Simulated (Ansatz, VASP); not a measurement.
Two plane-wave programs on Cs3Pt

INCAR

```
SYSTEM = Cs3Pt
ALGO     = Fast           ! electronic algorithm
EDIFF    = 1E-6           ! SCF threshold, eV
ENCUT    = 520            ! plane-wave cutoff, eV
GGA      = PS             ! functional
ISIF     = 2              ! what is computed and relaxed
ISMEAR   = 0              ! smearing method
LASPH    = .True.         ! aspherical terms in the spheres
LCHARG   = .True.         ! write CHGCAR
LELF     = .True.         ! ELF
LREAL    = .False.        ! projectors in reciprocal space
LVHAR    = .True.       
LWAVE    = .False.        ! write WAVECAR
NBANDS   = 26             ! bands
NELM     = 60             ! most SCF steps
PREC     = Accurate       ! precision mode
SIGMA    = 0.1            ! smearing width, eV
```

KPOINTS

```
k-points
0
Gamma
  8 6 6
  0 0 0
```

Contents of POSCAR:

```
Cs3Pt
1.0
    5.4981879244      0.0000000000      0.0000000000
    0.0000000000      6.0181766944      0.0000000000
    0.0000000000      0.0000000000      6.0181766944
Cs Pt
3 1
Direct
   -0.0146863811      0.0000000000      0.5000000000
    0.0146863811      0.5000000000      0.0000000000
    0.5000000000      0.0000000000      0.0000000000
    0.5000000000      0.5000000000      0.5000000000
```

Input for Ansatz:

```yaml
crystal:
  lattice:
    - [5.4981879244, 0.0, 0.0]
    - [0.0, 6.0181766944, 0.0]
    - [0.0, 0.0, 6.0181766944]
  atoms:
    - { symbol: Cs, position: [-0.0146863811, 0.0, 0.5] }
    - { symbol: Cs, position: [0.0146863811, 0.5, 0.0] }
    - { symbol: Cs, position: [0.5, 0.0, 0.0] }
    - { symbol: Pt, position: [0.5, 0.5, 0.5] }
basis:
  ecutwfc: 420
kpoints:
  mp_grid: { grid: [8, 6, 6] }
hamiltonian:
  xc: pbesol
scf:
  occupations: { method: gaussian, width: 0.1 }
output:
  forces: true
  stress: true
  eigenvalues: true
```

Alike in both runs: task single point; functional PBEsol; k mesh 8 × 6 × 6; occupations gaussian, width 0.1 eV; no spin polarisation.

```csv
,VASP,Ansatz
version,VASP 6.6.1,Ansatz 0.2.0
potentials or method,"VASP PAW PBE potentials, release 64 (Cs_sv, Pt), cutoff 520 eV","scalar-relativistic, plane waves, PAW"
valence electrons in the cell,37,45
```

VASP gave:

* gap on the k mesh at the Fermi level (eV): none
* pressure (GPa): -1.5
* traceless stress, the component that is largest in VASP (GPa): 0.79
* rms of the force components (eV/Å): 0.009

Problem. What did Ansatz give for the same quantities?

Solution. gap on the k mesh at the Fermi level (eV): none; pressure (GPa): -1.5; traceless stress, the component that is largest in VASP (GPa): 0.79; rms of the force components (eV/Å): 0.008.

VASP's potentials were made for PBE, not for PBEsol. Atom by atom the forces differ by 0.000 eV/Å (rms over components). A gap of «none» marks a metal or a gap that the smearing closes. VASP's potentials hold 37 valence electrons a cell and Ansatz's 45, so a difference there can come from the potentials and not from the codes.

Neither program's run includes spin-orbit coupling.
